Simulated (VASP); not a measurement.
# Ga (Cmce) in VASP: a series of runs

The runs below take Ga through single point, with r2SCAN.

Program: VASP 6.6.1. These are calculated values, not measurements. Logs are shortened: lines on timing, memory, paths and dates and some standing lists are left out, and cuts for length are marked.

**1. The cell of the first run**

Symmetry: Cmce, No. 64, orthorhombic system. Conventional cell: a = 4.462 Å, b = 7.557 Å, c = 4.463 Å, α = 90.00°, β = 90.00°, γ = 90.00°. Ga (site symmetry m) has 7 Ga at 2.45 to 2.75 Å within 3.2 Å.

**2. Single point, r2SCAN**

The input, POSCAR:

```
Ga
1.0
    2.2309354424     -3.7787301403      0.0000000000
    2.2309354424      3.7787301403      0.0000000000
    0.0000000000      0.0000000000      4.4628573697
Ga
4
Direct
    0.3451000000      0.6549000000      0.4190000000
    0.1549000000      0.8451000000      0.9190000000
    0.6549000000      0.3451000000      0.5810000000
    0.8451000000      0.1549000000      0.0810000000
```

The input, INCAR.step1:

```
SYSTEM = Ga
PREC = Accurate ; ENCUT = 520
ISMEAR = -1 ; SIGMA = 0.05
LREAL = .FALSE. ; LASPH = .TRUE.
NELM = 100 ; NBANDS = 34
GGA = PE ; ALGO = Normal
EDIFF = 1E-4 ; LWAVE = .TRUE.
LCHARG = .FALSE.
```

The input, INCAR.step2:

```
SYSTEM = Ga
PREC = Accurate ; ENCUT = 520
EDIFF = 1E-6 ; ISMEAR = -1
SIGMA = 0.05 ; LREAL = .FALSE.
LASPH = .TRUE. ; NELM = 100
ALGO = Normal ; ISIF = 2
LWAVE = .FALSE. ; LCHARG = .FALSE.
METAGGA = R2SCAN ; LMIXTAU = .TRUE.
NBANDS = 34 ; ISTART = 1
```

The input, KPOINTS:

```
regular mesh
0
G
  7 7 6
  0 0 0
```

Potentials or basis: VASP PAW PBE potentials, release 64 (Ga_d).

The run is started by

```sh
$ cat potpaw_PBE.64/Ga_d/POTCAR > POTCAR
$ cp INCAR.step1 INCAR
$ mpirun -np 1 vasp_std > vasp.out
$ cp INCAR.step2 INCAR
$ mpirun -np 1 vasp_std > vasp.out
```

OUTCAR:

```text
SYSTEM = Ga
   PREC = Accurate
   ENCUT = 520
   EDIFF = 1E-6
   ISMEAR = -1
   LREAL = .FALSE.
   LASPH = .TRUE.
   NELM = 100
   ISIF = 2
   METAGGA = R2SCAN
   ISTART = 1

 ion  position               nearest neighbor table
   1  0.345  0.655  0.419-   3 2.45   2 2.65   2 2.65   4 2.69   4 2.69   3 2.75   3 2.75
   2  0.155  0.845  0.919-   4 2.45   1 2.65   1 2.65   3 2.69   3 2.69   4 2.75   4 2.75
   3  0.655  0.345  0.581-   1 2.45   4 2.65   4 2.65   2 2.69   2 2.69   1 2.75   1 2.75
   4  0.845  0.155  0.081-   2 2.45   3 2.65   3 2.65   1 2.69   1 2.69   2 2.75   2 2.75

  LATTYP: Found a base centered orthorhombic cell.
 ALAT       =     4.4618708848
 B/A-ratio  =     1.6937873093
 C/A-ratio  =     1.0002210922

  Lattice vectors:

 A1 = (   2.2309354424,  -3.7787301403,   0.0000000000)
 A2 = (   2.2309354424,   3.7787301403,   0.0000000000)
 A3 = (   0.0000000000,   0.0000000000,   4.4628573697)

Analysis of symmetry for initial positions (statically):
=====================================================================
 Subroutine PRICEL returns:
 Original cell was already a primitive cell.

 Routine SETGRP: Setting up the symmetry group for a
 base centered orthorhombic supercell.

 Subroutine GETGRP returns: Found  8 space group operations
 (whereof  4 operations were pure point group operations)
 out of a pool of  8 trial point group operations.

The static configuration has the point symmetry C_2h.
 The point group associated with its full space group is D_2h.

Analysis of symmetry for dynamics (positions and initial velocities):
=====================================================================
 Subroutine PRICEL returns:
 Original cell was already a primitive cell.

 Routine SETGRP: Setting up the symmetry group for a
 base centered orthorhombic supercell.

 Subroutine GETGRP returns: Found  8 space group operations
 (whereof  4 operations were pure point group operations)
 out of a pool of  8 trial point group operations.

The dynamic configuration has the point symmetry C_2h.
 The point group associated with its full space group is D_2h.

 Subroutine INISYM returns: Found  8 space group operations
 (whereof  4 operations are pure point group operations),
 and found     1 'primitive' translations

----------------------------------------------------------------------------------------

                                     Primitive cell

  volume of cell :      75.2447

  direct lattice vectors                    reciprocal lattice vectors
     2.230935442 -3.778730140  0.000000000     0.224121232 -0.132319584  0.000000000
     2.230935442  3.778730140  0.000000000     0.224121232  0.132319584  0.000000000
     0.000000000  0.000000000  4.462857370     0.000000000  0.000000000  0.224071692

  length of vectors
     4.388151595  4.388151595  4.462857370     0.260266784  0.260266784  0.224071692

  position of ions in fractional coordinates (direct lattice)
     0.345100000  0.654900000  0.419000000
     0.154900000  0.845100000  0.919000000
     0.654900000  0.345100000  0.581000000
     0.845100000  0.154900000  0.081000000

  ion indices of the primitive-cell ions
   primitive index   ion index
                 1           1
                 2           2
                 3           3
                 4           4

----------------------------------------------------------------------------------------

 KPOINTS: regular mesh

Automatic generation of k-mesh.
 Grid dimensions read from file:
 generate k-points for:    7    7    6

 Generating k-lattice:

  Cartesian coordinates                     Fractional coordinates (reciprocal lattice)
     0.032017319 -0.018902798  0.000000000     0.142857143  0.000000000  0.000000000
     0.032017319  0.018902798  0.000000000     0.000000000  0.142857143  0.000000000
     0.000000000  0.000000000  0.037345282     0.000000000  0.000000000  0.166666667

  Length of vectors
     0.037180969  0.037180969  0.037345282

  Shift w.r.t. Gamma in fractional coordinates (k-lattice)
     0.000000000  0.000000000  0.000000000

 Subroutine IBZKPT returns following result:
 ===========================================

 Found     64 irreducible k-points:

 Following reciprocal coordinates:
            Coordinates               Weight
  0.000000  0.000000  0.000000      1.000000
  0.142857  0.000000  0.000000      4.000000
  0.285714  0.000000  0.000000      4.000000
  0.428571  0.000000  0.000000      4.000000
  0.142857  0.142857  0.000000      2.000000
  0.285714  0.142857  0.000000      4.000000
[... 16 lines left out ...]
  0.428571  0.142857  0.166667      8.000000
 -0.428571  0.142857  0.166667      8.000000
 [... further k-points ...]
   k-points           NKPTS =     64   k-points in BZ     NKDIM =     64   number of bands    NBANDS=     34
   number of dos      NEDOS =    301   number of ions     NIONS =      4
   total plane-waves  NPLWV =  46656
   dimension x,y,z NGX =    36 NGY =   36 NGZ =   36
   dimension x,y,z NGXF=    72 NGYF=   72 NGZF=   72
   ions per type =               4
   NGX,Y,Z   is equivalent  to a cutoff of  13.64, 13.64, 13.41 a.u.
   NGXF,Y,Z  is equivalent  to a cutoff of  27.28, 27.28, 26.82 a.u.
 SYSTEM =  Ga
   PREC   = accura    normal or accurate (medium, high low for compatibility)
   ISTART =      1    job   : 0-new  1-cont  2-samecut
   ICHARG =      0    charge: 1-file 2-atom 10-const
   ISPIN  =      1    spin polarized calculation?
   LNONCOLLINEAR =      F non collinear calculations
   LSORBIT =      F    spin-orbit coupling
   LASPH  =      T    aspherical Exc in radial PAW
   ENCUT  =  520.0 eV  38.22 Ry    6.18 a.u.   8.16  8.16  8.30*2*pi/ulx,y,z
   NELM   =    100;   NELMIN=  2; NELMDL=  0     # of ELM steps
   EDIFF  = 0.1E-05   stopping-criterion for ELM
   LREAL  =      F    real-space projection
   EDIFFG = 0.1E-04   stopping-criterion for IOM
   NSW    =      0    number of steps for IOM
   IBRION =     -1    ionic relax: 0-MD 1-quasi-New 2-CG
   NFREE  =      0    steps in history (QN), initial steepest desc. (CG)
   ISIF   =      2    stress and relaxation
   ISYM   =      2    0-nonsym 1-usesym 2-fastsym
   POTIM  = 0.5000    time-step for ionic-motion
   TEBEG  =    0.0;   TEEND  =   0.0 temperature during run
   PSTRESS=    0.0 pullay stress
   NELECT =      52.0000    total number of electrons
   NUPDOWN=      -1.0000    fix difference up-down
   EMIN   =  10.00;   EMAX   =-10.00  energy-range for DOS
   EFERMI =   0.00;   METHOD = LEGACY
   ISMEAR =    -1;   SIGMA  =   0.05  broadening in eV -4-tet -1-fermi 0-gaus
   EFERMI_NEDOS =   21; number of points for ismear=-14 and -15
   IALGO  =     38    algorithm
   IMIX   =      4    mixing-type and parameters
     AMIX     =   0.40;   BMIX     =  1.00
     AMIX_MAG =   1.60;   BMIX_MAG =  1.00
  volume/ion in A,a.u.               =      18.81       126.94
  Fermi-wavevector in a.u.,A,eV,Ry     =   1.447385  2.735161 28.503151  2.094923
  Thomas-Fermi vector in A             =   2.565346
   LORBIT       =      0    0 simple, 1 ext, 2 COOP (PROOUT), +10 PAW based schemes
   METAGGA = R2SCAN    functional components
   LHFCALC =     F    Hartree Fock is set to
   AEXX    =    0.0000 exact exchange contribution
   IVDW    =     0    specifies the selected vdW correction
   LEPSILON=     F    determine dielectric tensor
   LRPA    =     F    only Hartree local field effects (RPA)
 non-spin polarized calculation
  energy-cutoff  :      520.00
  volume of cell :       75.24
 maximum number of plane-waves:      2046
 NGX is ok and might be reduce to    36
   NGX = 17   NGY = 17   NGZ = 17

 number of electron      52.0000009 magnetization

 Free energy of the ion-electron system (eV)
  ---------------------------------------------------
  ext. energy  EPLUGINS =         0.00000000
  ---------------------------------------------------
  free energy    TOTEN  =       -45.75305552 eV

  energy without entropy =      -45.74726887  energy(sigma->0) =      -45.75016220

 E-fermi :   5.3374     XC(G=0): -11.8814

 val. band max:        5.3238167123   @ k =  -0.2857   0.2857   0.1667
 cond. band min:       5.3429623108   @ k =  -0.2857   0.1429   0.1667
 fundamental gap:      0.0191455985
 Fermi energy:         5.3373561588

 k-point     1 :       0.0000    0.0000    0.0000
  band No.  band energies     occupation
      1     -10.4578      2.00000
      2     -10.4547      2.00000
      3     -10.4203      2.00000
      4     -10.3972      2.00000
      5     -10.3650      2.00000
      6     -10.3442      2.00000
[... 26 lines left out ...]
     33      12.6140      0.00000
     34      13.1806      0.00000

 k-point     2 :       0.1429    0.0000    0.0000
  band No.  band energies     occupation
      1     -10.4616      2.00000
      2     -10.4446      2.00000
      3     -10.4254      2.00000
      4     -10.4070      2.00000
      5     -10.3535      2.00000
      6     -10.3346      2.00000
[... 26 lines left out ...]
     33      12.3926      0.00000
     34      13.4419      0.00000

 k-point     3 :       0.2857    0.0000    0.0000
  band No.  band energies     occupation
      1     -10.4573      2.00000
      2     -10.4394      2.00000
      3     -10.4289      2.00000
      4     -10.4135      2.00000
      5     -10.3545      2.00000
      6     -10.3303      2.00000
[... 26 lines left out ...]
     33      11.7424      0.00000
     34      13.1450      0.00000

 k-point     4 :       0.4286    0.0000    0.0000
  band No.  band energies     occupation
      1     -10.4530      2.00000
      2     -10.4433      2.00000
      3     -10.4242      2.00000
      4     -10.3930      2.00000
      5     -10.3719      2.00000
      6     -10.3652      2.00000
[... 26 lines left out ...]
     33      12.1783      0.00000
     34      13.5532      0.00000

 k-point     5 :       0.1429    0.1429    0.0000
  band No.  band energies     occupation
      1     -10.4575      2.00000
      2     -10.4494      2.00000
      3     -10.4293      2.00000
      4     -10.4112      2.00000
      5     -10.3301      2.00000
      6     -10.3296      2.00000
[... 621 lines left out ...]
 k-point    22 :       0.2857    0.1429    0.1667
  band No.  band energies     occupation
      1     -10.4888      2.00000
      2     -10.4361      2.00000
      3     -10.4319      2.00000
      4     -10.3948      2.00000
      5     -10.3739      2.00000
      6     -10.3252      2.00000
[... 26 lines left out ...]
     33      12.4766      0.00000
     34      13.7858      0.00000

 k-point    23 :       0.4286    0.1429    0.1667
  band No.  band energies     occupation
      1     -10.4905      2.00000
      2     -10.4460      2.00000
      3     -10.4182      2.00000
      4     -10.3991      2.00000
      5     -10.3764      2.00000
      6     -10.3338      2.00000
[... 26 lines left out ...]
     33      13.6633      0.00000
     34      14.8361      0.00000

 k-point    24 :      -0.4286    0.1429    0.1667
  band No.  band energies     occupation
      1     -10.4800      2.00000
      2     -10.4604      2.00000
      3     -10.4134      2.00000
      4     -10.3924      2.00000
      5     -10.3829      2.00000
      6     -10.3363      2.00000
[... 26 lines left out ...]
     33      13.2829      0.00000
     34      14.1049      0.00000

 [... further k-points ...]
[... 5 lines left out ...]
  --------------------------------------------------------------------------------------
  -------------------------------------------------------------------------------------
  Total       -0.0721377      1.0019272      1.0772201      0.0000000      0.0000000      0.0000000
  in kB       -1.5360209     21.3339297     22.9371330      0.0000000      0.0000000      0.0000000
  external PRESSURE =      14.2450139 kB  Pullay stress =       0.0000000 kB

 VOLUME and BASIS-vectors are now :
 -----------------------------------------------------------------------------
  energy-cutoff  :      520.00
  volume of cell :       75.24
      direct lattice vectors                 reciprocal lattice vectors
     2.230935442 -3.778730140  0.000000000     0.224121232 -0.132319584  0.000000000
     2.230935442  3.778730140  0.000000000     0.224121232  0.132319584  0.000000000
     0.000000000  0.000000000  4.462857370     0.000000000  0.000000000  0.224071692

 POSITION                                       TOTAL-FORCE (eV/Angst)
 -----------------------------------------------------------------------------------
      2.23094      1.17065      1.86994         0.000000      0.117214     -0.091063
      2.23094      2.60808      4.10137         0.000000     -0.117214     -0.091063
      2.23094     -1.17065      2.59292         0.000000     -0.117214      0.091063
      2.23094     -2.60808      0.36149         0.000000      0.117214      0.091063
 -----------------------------------------------------------------------------------
    total drift:                               -0.000000     -0.000000      0.000000

  FREE ENERGIE OF THE ION-ELECTRON SYSTEM (eV)
  ---------------------------------------------------
  free  energy   TOTEN  =       -45.7530555213 eV

  energy  without entropy=      -45.7472688747  energy(sigma->0) =      -45.75016220
```

It took 7.4 min on 1 thread of Intel Xeon 6975P-C, shared host; peak memory 0.29 GiB.

Results:

```
Free energy            : -45.7531 eV
Pressure               : 1.4 GPa
Largest force          : 0.148 eV/Å
Band gap on the k mesh : zero (band 26 reaches 5.68 eV, above the bottom of band 27 at 4.43 eV)
```

Forces in eV/Å, atoms in the order of the input:
```
Ga   0.000  0.117 -0.091
Ga   0.000 -0.117 -0.091
Ga   0.000 -0.117  0.091
Ga   0.000  0.117  0.091
```

Levels at points of the mesh, in eV from the Fermi level:
```csv
k point,band 22,band 23,band 24,band 25,band 26,band 27,band 28,band 29,band 30,band 31
"(0.00, 0.00, 0.00)",-4.48,-4.04,-2.00,-1.67,-1.00,0.88,1.04,1.17,5.56,5.73
"(0.00, 0.00, 0.50)",-9.92,-0.15,-0.15,-0.13,-0.13,0.11,0.11,2.24,2.24,4.10
```

Caveat: the PAW data sets were made with another functional, which shifts forces and pressure a little.

**3. Single point, r2SCAN**

This run uses another cell than the first one, of 19.20 Å³/atom, 1.021 times its volume.

The input, POSCAR:

```
Ga
1.0
    2.2463216903     -3.8047911717      0.0000000000
    2.2463216903      3.8047911717      0.0000000000
    0.0000000000      0.0000000000      4.4936366690
Ga
4
Direct
    0.3451000000      0.6549000000      0.4190000000
    0.1549000000      0.8451000000      0.9190000000
    0.6549000000      0.3451000000      0.5810000000
    0.8451000000      0.1549000000      0.0810000000
```

The input, INCAR.step1:

```
SYSTEM = Ga
  PREC = Accurate
  ENCUT = 520
  ISMEAR = -1
  SIGMA = 0.05
  LREAL = .False.
  LASPH = .True.
  NELM = 60
  NBANDS = 34
  GGA = PE
  ALGO = Normal
  EDIFF = 1E-4
  LWAVE = .True.
  LCHARG = .False.
```

The input, INCAR.step2:

```
SYSTEM = Ga
  PREC = Accurate
  ENCUT = 520
  EDIFF = 1E-6
  ISMEAR = -1
  SIGMA = 0.05
  LREAL = .False.
  LASPH = .True.
  NELM = 60
  ALGO = Normal
  ISIF = 2
  LWAVE = .False.
  LCHARG = .False.
  METAGGA = R2SCAN
  LMIXTAU = .True.
  NBANDS = 34
  ISTART = 1
```

The input, KPOINTS:

```
Automatic mesh
0
Gamma
  7 7 6
  0 0 0
```

Potentials or basis: VASP PAW PBE potentials, release 64 (Ga_d).

The run is started by

```sh
$ cat potpaw_PBE.64/Ga_d/POTCAR > POTCAR
$ cp INCAR.step1 INCAR
$ mpirun -np 1 vasp_std > vasp.out
$ cp INCAR.step2 INCAR
$ mpirun -np 1 vasp_std > vasp.out
```

It took 6.3 min on 1 thread of Intel Xeon 6975P-C, shared host; peak memory 0.29 GiB.

The run converged. Its results:

| Quantity | Value |
| --- | --- |
| Free energy | -45.7596 eV |
| Pressure | 0.1 GPa |
| Largest force | 0.141 eV/Å |
| Band gap on the k mesh | zero (band 26 reaches 5.49 eV, above the bottom of band 27 at 4.25 eV) |

Forces in eV/Å, atoms in the order of the input:
```
Ga   0.000  0.119 -0.075
Ga   0.000 -0.119 -0.075
Ga   0.000 -0.119  0.075
Ga   0.000  0.119  0.075
```

Stress tensor (GPa, compression positive):
```
-1.29  0.00  0.00
 0.00  0.63  0.00
 0.00  0.00  0.92
```

Levels at points of the mesh, in eV from the Fermi level:
```
           k point  band 22  band 23  band 24  band 25  band 26  band 27  band 28  band 29  band 30  band 31
(0.00, 0.00, 0.00)    -4.48    -3.98    -1.95    -1.72    -0.97     0.89     1.06     1.13     5.45     5.65
(0.00, 0.00, 0.50)    -9.79    -0.16    -0.16    -0.11    -0.11     0.03     0.03     2.20     2.20     4.08
```

Caveat: the PAW data sets were made with another functional, which shifts forces and pressure a little.

[end of part 1 of 2]
